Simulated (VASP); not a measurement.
A run of VASP 6.6.1 is set up as follows.

INCAR

```
SYSTEM = ZnAu
PREC = Accurate
ENCUT = 520
EDIFF = 1E-8
ISMEAR = -1
SIGMA = 0.05
LREAL = .FALSE.
LASPH = .TRUE.
NELM = 60
ALGO = Normal
ISIF = 2
LWAVE = .FALSE.
LCHARG = .FALSE.
GGA = PS
LEFG = .TRUE.
NBANDS = 18
```

Contents of KPOINTS:

```
regular mesh
0
G
  13 13 13
  0 0 0
```

Contents of POSCAR:

```
ZnAu
1.0
    3.1812431772      0.0000000000      0.0000000000
    0.0000000000      3.1812431772      0.0000000000
    0.0000000000      0.0000000000      3.1812431772
Zn Au
1 1
Direct
    0.5000000000      0.5000000000      0.5000000000
    0.0000000000      0.0000000000      0.0000000000
```

Potentials or basis: VASP PAW PBE potentials, release 64 (Zn, Au).

Command:

```bash
$ cat potpaw_PBE.64/Zn/POTCAR potpaw_PBE.64/Au/POTCAR > POTCAR
$ mpirun -np 1 vasp_std > vasp.out
```

Q: Predict the pressure.

A: -6.1 GPa.

Q: What does it give for the band gap on the k mesh?

A: Zero (an odd number of electrons rules out a gap without spin polarisation).

Caveat: the cell stands under tension; the PAW data sets were made with another functional, which shifts forces and pressure a little; spin-orbit coupling is left out, which moves the levels of the heavy elements.
